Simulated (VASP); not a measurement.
# Mg6TiCo (Amm2) in VASP: single point with PBE

Aim: the single point of Mg6TiCo with PBE.

Everything below comes from runs of VASP 6.6.1. Logs are shortened: lines on timing, memory, paths and dates and some standing lists are left out, and cuts for length are marked.

**1. The cell of the first run**

It takes space group Amm2 (No. 38, orthorhombic). Conventional cell: a = 4.748 Å, b = 6.077 Å, c = 11.073 Å, α = 90.00°, β = 90.00°, γ = 90.00°. Co (site symmetry mm2) has 2 Ti at 2.66 Å and 10 Mg at 2.80 to 3.52 Å within 3.6 Å. Within 3.5 Å of Ti (site symmetry mm2) lie 2 Co at 2.66 Å and 10 Mg at 2.92 to 3.39 Å. Mg (site symmetry mm2) has 10 Mg at 2.98 to 3.23 Å and 2 Ti at 3.05 Å within 3.9 Å. Mg (site symmetry m) has 8 Mg at 2.91 to 3.23 Å and 2 Ti at 2.92 to 3.39 Å and 2 Co at 3.09 Å within 3.8 Å. Within 3.9 Å of Mg (site symmetry mm2) lie 10 Mg at 2.98 to 3.18 Å and 2 Co at 3.06 Å. Mg (site symmetry m) has 2 Co at 2.80 to 3.52 Å and 8 Mg at 2.92 to 3.18 Å and 2 Ti at 3.03 Å within 3.7 Å.

**2. Single point, PBE, collinear spin, ferromagnetic start**

Input file INCAR:

```
PREC     = Accurate       # precision mode
ENCUT    = 520            # plane-wave cutoff, eV
EDIFF    = 1E-6           # SCF threshold, eV
ISMEAR   = -1             # smearing method
SIGMA    = 0.05           # smearing width, eV
LREAL    = False          # projectors in reciprocal space
LASPH    = True           # aspherical terms in the spheres
NELM     = 150            # most SCF steps
ALGO     = Normal         # electronic algorithm
ISIF     = 2              # what is computed and relaxed
LWAVE    = False          # write WAVECAR
LCHARG   = True           # write CHGCAR
ISPIN    = 2              # spin polarisation
MAGMOM   = 2 1 0 0 0 0 0 0 # initial moments
LORBIT   = 11             # projections on sites
LMAXMIX  = 4              # l up to which the mixer works
GGA      = PE             # functional
LELF     = True           # ELF
LVHAR    = True         
NBANDS   = 30             # bands
```

Input file KPOINTS:

```
Automatic mesh
0
Gamma
  6 5 5
```

Input file POSCAR:

```
Mg6TiCo
1.0
    4.7478417050      0.0000000000      0.0000000000
    0.0000000000      3.0383587812      5.5362633396
    0.0000000000     -3.0383587812      5.5362633396
Co Ti Mg
1 1 6
Direct
    0.0000000000      0.8000340000      0.8000340000
    0.5000000000      0.6925340000      0.6925340000
    0.5000000000      0.1669990000      0.1669990000
    0.5000000000      0.1612110000      0.6820810000
    0.5000000000      0.6820810000      0.1612110000
    0.0000000000      0.3289710000      0.3289710000
    0.0000000000      0.3441190000      0.8240530000
    0.0000000000      0.8240530000      0.3441190000
```

Potentials or basis: VASP PAW PBE potentials, release 64 (Co, Ti_sv, Mg).

The run is started by

```bash
$ cat potpaw_PBE.64/Co/POTCAR potpaw_PBE.64/Ti_sv/POTCAR potpaw_PBE.64/Mg/POTCAR > POTCAR
$ mpirun -np 1 vasp_std > vasp.out
```

OUTCAR:

```text
PREC = Accurate
   ENCUT = 520
   EDIFF = 1E-6
   ISMEAR = -1
   LREAL = False
   LASPH = True
   NELM = 150
   ISIF = 2
   ISPIN = 2
   LORBIT = 11
   GGA = PE

 ion  position               nearest neighbor table
   1  0.000  0.800  0.800-   2 2.66   2 2.66   8 2.80   7 2.80   6 3.06   6 3.06   5 3.09   4 3.09
                             4 3.09   5 3.09
   2  0.500  0.693  0.693-   1 2.66   1 2.66   5 2.92   4 2.92   8 3.03   7 3.03   7 3.03   8 3.03
                             3 3.05   3 3.05
   3  0.500  0.167  0.167-   6 2.98   6 2.98   8 3.00   7 3.00   7 3.00   8 3.00   2 3.05   2 3.05
                             4 3.08   5 3.08   5 3.23   4 3.23
   4  0.500  0.161  0.682-   5 2.91   2 2.92   7 2.98   7 2.98   6 3.03   6 3.03   3 3.08   1 3.09
                             1 3.09   5 3.17   3 3.23
   5  0.500  0.682  0.161-   4 2.91   2 2.92   8 2.98   8 2.98   6 3.03   6 3.03   3 3.08   1 3.09
                             1 3.09   4 3.17   3 3.23
   6  0.000  0.329  0.329-   3 2.98   3 2.98   5 3.03   4 3.03   4 3.03   5 3.03   1 3.06   1 3.06
                             8 3.14   7 3.14   8 3.18   7 3.18
   7  0.000  0.344  0.824-   1 2.80   8 2.92   4 2.98   4 2.98   3 3.00   3 3.00   2 3.03   2 3.03
                             6 3.14   8 3.16   6 3.18
   8  0.000  0.824  0.344-   1 2.80   7 2.92   5 2.98   5 2.98   3 3.00   3 3.00   2 3.03   2 3.03
                             6 3.14   7 3.16   6 3.18

  LATTYP: Found a base centered orthorhombic cell.
 ALAT       =     6.0767175624
 B/A-ratio  =     1.8221229744
 C/A-ratio  =     0.7813168304

  Lattice vectors:

 A1 = (   0.0000000000,   3.0383587812,  -5.5362633396)
 A2 = (   0.0000000000,   3.0383587812,   5.5362633396)
 A3 = (   4.7478417050,   0.0000000000,   0.0000000000)

Analysis of symmetry for initial positions (statically):
=====================================================================
 Subroutine PRICEL returns:
 Original cell was already a primitive cell.

 Routine SETGRP: Setting up the symmetry group for a
 base centered orthorhombic supercell.

 Subroutine GETGRP returns: Found  4 space group operations
 (whereof  4 operations were pure point group operations)
 out of a pool of  8 trial point group operations.

The static configuration has the point symmetry C_2v.

Analysis of symmetry for dynamics (positions and initial velocities):
=====================================================================
 Subroutine PRICEL returns:
 Original cell was already a primitive cell.

 Routine SETGRP: Setting up the symmetry group for a
 base centered orthorhombic supercell.

 Subroutine GETGRP returns: Found  4 space group operations
 (whereof  4 operations were pure point group operations)
 out of a pool of  8 trial point group operations.

The dynamic configuration has the point symmetry C_2v.

Analysis of structural, dynamic, and magnetic symmetry:
=====================================================================
 Subroutine PRICEL returns:
 Original cell was already a primitive cell.

 Routine SETGRP: Setting up the symmetry group for a
 base centered orthorhombic supercell.

 Subroutine GETGRP returns: Found  4 space group operations
 (whereof  4 operations were pure point group operations)
 out of a pool of  8 trial point group operations.

The overall configuration has the point symmetry C_2v.

 Subroutine INISYM returns: Found  4 space group operations
 (whereof  4 operations are pure point group operations),
 and found     1 'primitive' translations

----------------------------------------------------------------------------------------

                                     Primitive cell

  volume of cell :     159.7284

  direct lattice vectors                    reciprocal lattice vectors
     4.747841705  0.000000000  0.000000000     0.210622018  0.000000000  0.000000000
     0.000000000  3.038358781  5.536263340     0.000000000  0.164562527  0.090313623
     0.000000000 -3.038358781  5.536263340     0.000000000 -0.164562527  0.090313623

  length of vectors
     4.747841705  6.315206715  6.315206715     0.210622018  0.187716211  0.187716211

  position of ions in fractional coordinates (direct lattice)
     0.000000000  0.800034000  0.800034000
     0.500000000  0.692534000  0.692534000
     0.500000000  0.166999000  0.166999000
     0.500000000  0.161211000  0.682081000
[... 76 lines left out ...]
   NGXF,Y,Z  is equivalent  to a cutoff of  25.21, 25.27, 25.27 a.u.
 SYSTEM =  unknown system
   PREC   = accura    normal or accurate (medium, high low for compatibility)
   ISTART =      0    job   : 0-new  1-cont  2-samecut
   ICHARG =      2    charge: 1-file 2-atom 10-const
   ISPIN  =      2    spin polarized calculation?
   LNONCOLLINEAR =      F non collinear calculations
   LSORBIT =      F    spin-orbit coupling
   LASPH  =      T    aspherical Exc in radial PAW
   ENCUT  =  520.0 eV  38.22 Ry    6.18 a.u.   8.83 11.74 11.74*2*pi/ulx,y,z
   NELM   =    150;   NELMIN=  2; NELMDL= -5     # of ELM steps
   EDIFF  = 0.1E-05   stopping-criterion for ELM
   LREAL  =      F    real-space projection
   EDIFFG = 0.1E-04   stopping-criterion for IOM
   NSW    =      0    number of steps for IOM
   IBRION =     -1    ionic relax: 0-MD 1-quasi-New 2-CG
   NFREE  =      0    steps in history (QN), initial steepest desc. (CG)
   ISIF   =      2    stress and relaxation
   ISYM   =      2    0-nonsym 1-usesym 2-fastsym
   POTIM  = 0.5000    time-step for ionic-motion
   TEBEG  =    0.0;   TEEND  =   0.0 temperature during run
   PSTRESS=    0.0 pullay stress
   NELECT =      33.0000    total number of electrons
   NUPDOWN=      -1.0000    fix difference up-down
   EMIN   =  10.00;   EMAX   =-10.00  energy-range for DOS
   EFERMI =   0.00;   METHOD = LEGACY
   ISMEAR =    -1;   SIGMA  =   0.05  broadening in eV -4-tet -1-fermi 0-gaus
   EFERMI_NEDOS =   21; number of points for ismear=-14 and -15
   IALGO  =     38    algorithm
   IMIX   =      4    mixing-type and parameters
     AMIX     =   0.40;   BMIX     =  1.00
     AMIX_MAG =   1.60;   BMIX_MAG =  1.00
  volume/ion in A,a.u.               =      19.97       134.74
  Fermi-wavevector in a.u.,A,eV,Ry     =   0.967800  1.828876 12.743709  0.936636
  Thomas-Fermi vector in A             =   2.097716
   LORBIT       =     11    0 simple, 1 ext, 2 COOP (PROOUT), +10 PAW based schemes
   GGA     = PE    functional components
   LHFCALC =     F    Hartree Fock is set to
   AEXX    =    0.0000 exact exchange contribution
   IVDW    =     0    specifies the selected vdW correction
   LEPSILON=     F    determine dielectric tensor
   LRPA    =     F    only Hartree local field effects (RPA)
 spin polarized calculation
  energy-cutoff  :      520.00
  volume of cell :      159.73
 maximum number of plane-waves:      4321
 NGX is ok and might be reduce to    36
   NGX = 17   NGY = 23   NGZ = 23

 number of electron      32.9999994 magnetization       0.2333966

 Free energy of the ion-electron system (eV)
  ---------------------------------------------------
  ext. energy  EPLUGINS =         0.00000000
  ---------------------------------------------------
  free energy    TOTEN  =       -22.82474569 eV

  energy without entropy =      -22.78024070  energy(sigma->0) =      -22.80249319

 E-fermi :   3.7071     XC(G=0):  -9.3033

 val. band max:        3.7054777511   @ k =   0.1667  -0.4000   0.4000
 cond. band min:       3.7106323830   @ k =   0.0000   0.2000   0.0000
 fundamental gap:      0.0051546319
 Fermi energy:         3.7070861532

 spin component 1

 k-point     1 :       0.0000    0.0000    0.0000
  band No.  band energies     occupation
      1     -52.9969      1.00000
      2     -29.2950      1.00000
      3     -29.2368      1.00000
      4     -29.2068      1.00000
      5      -3.2239      1.00000
      6       1.0749      1.00000
[... 733 lines left out ...]
     27       8.7172      0.00000
     28       8.9281      0.00000

 [... further k-points ...]

 spin component 2

 k-point     1 :       0.0000    0.0000    0.0000
  band No.  band energies     occupation
      1     -53.5900      1.00000
      2     -29.8867      1.00000
      3     -29.8327      1.00000
      4     -29.8097      1.00000
      5      -3.2549      1.00000
      6       1.1476      1.00000
[... 733 lines left out ...]
     27       8.7101      0.00000
     28       8.8862      0.00000

 [... further k-points ...]

 [bands above 28 left out]

------------------------ aborting loop because EDIFF is reached ----------------------------------------

  FORCE on cell =-STRESS in cart. coord.  units (eV):
  Direction    XX          YY          ZZ          XY          YZ          ZX
  --------------------------------------------------------------------------------------
  -------------------------------------------------------------------------------------
  Total       -1.0020939     -0.9356514     -0.9818309      0.0000000      0.0000000      0.0000000
  in kB      -10.0516410     -9.3851805     -9.8483909      0.0000000      0.0000000      0.0000000
  external PRESSURE =      -9.7617375 kB  Pullay stress =       0.0000000 kB

 VOLUME and BASIS-vectors are now :
 -----------------------------------------------------------------------------
  energy-cutoff  :      520.00
  volume of cell :      159.73
      direct lattice vectors                 reciprocal lattice vectors
     4.747841705  0.000000000  0.000000000     0.210622018  0.000000000  0.000000000
     0.000000000  3.038358781  5.536263340     0.000000000  0.164562527  0.090313623
     0.000000000 -3.038358781  5.536263340     0.000000000 -0.164562527  0.090313623

 POSITION                                       TOTAL-FORCE (eV/Angst)
 -----------------------------------------------------------------------------------
      0.00000      0.00000      8.85840         0.000000      0.000000      0.003703
      2.37392      0.00000      7.66810         0.000000      0.000000      0.007792
      2.37392      0.00000      1.84910         0.000000      0.000000      0.011068
      2.37392     -1.58259      4.66869         0.000000      0.011945      0.006170
      2.37392      1.58259      4.66869         0.000000     -0.011945      0.006170
      0.00000      0.00000      3.64254         0.000000      0.000000     -0.030998
      0.00000     -1.45821      6.46731         0.000000     -0.001447     -0.001953
      0.00000      1.45821      6.46731         0.000000      0.001447     -0.001953
 -----------------------------------------------------------------------------------
    total drift:                                0.000000      0.000000      0.000772

  FREE ENERGIE OF THE ION-ELECTRON SYSTEM (eV)
  ---------------------------------------------------
  free  energy   TOTEN  =       -22.8247456855 eV

  energy  without entropy=      -22.7802407016  energy(sigma->0) =      -22.80249319

 total charge

# of ion       s       p       d       tot
------------------------------------------
    1        0.414   0.262   7.263   7.939
    2        2.195   6.078   1.856  10.128
    3        0.225   0.155   0.014   0.394
    4        0.213   0.146   0.014   0.373
    5        0.213   0.146   0.014   0.373
    6        0.203   0.136   0.015   0.354
    7        0.215   0.148   0.016   0.379
    8        0.215   0.148   0.016   0.379
--------------------------------------------------
tot          3.892   7.219   9.209  20.319

 magnetization (x)

# of ion       s       p       d       tot
------------------------------------------
    1        0.014  -0.008   1.084   1.090
    2       -0.012  -0.014  -0.608  -0.635
    3        0.003   0.003  -0.000   0.006
    4        0.002  -0.002  -0.001  -0.000
    5        0.002  -0.002  -0.001  -0.000
    6       -0.002   0.002   0.000   0.001
    7        0.002  -0.001  -0.001  -0.000
    8        0.002  -0.001  -0.001  -0.000
--------------------------------------------------
tot          0.011  -0.023   0.473   0.461
```

Run time: 5.4 min. Hardware: 1 thread of AMD EPYC 9R45 (Zen 5), shared host; peak memory 0.48 GiB.

What came out:

```
Free energy                                           : -22.8247 eV
Pressure                                              : -1.0 GPa
Largest force                                         : 0.031 eV/Å
Net moment                                            : 0.23 μB per cell
Site moments                                          : Co +1.09; Ti -0.64; Mg +0.01, -0.00, +0.00 (each value once) μB
Valence electrons inside the program's atomic spheres : Co 7.94; Ti 10.13; Mg 0.39, 0.37, 0.35, 0.38 (each value once)
```

Forces on the atoms (eV/Å):
```
Co   0.000  0.000  0.004
Ti   0.000  0.000  0.008
Mg   0.000  0.000  0.011
Mg   0.000  0.012  0.006
Mg   0.000 -0.012  0.006
Mg   0.000  0.000 -0.031
Mg   0.000 -0.001 -0.002
Mg   0.000  0.001 -0.002
```
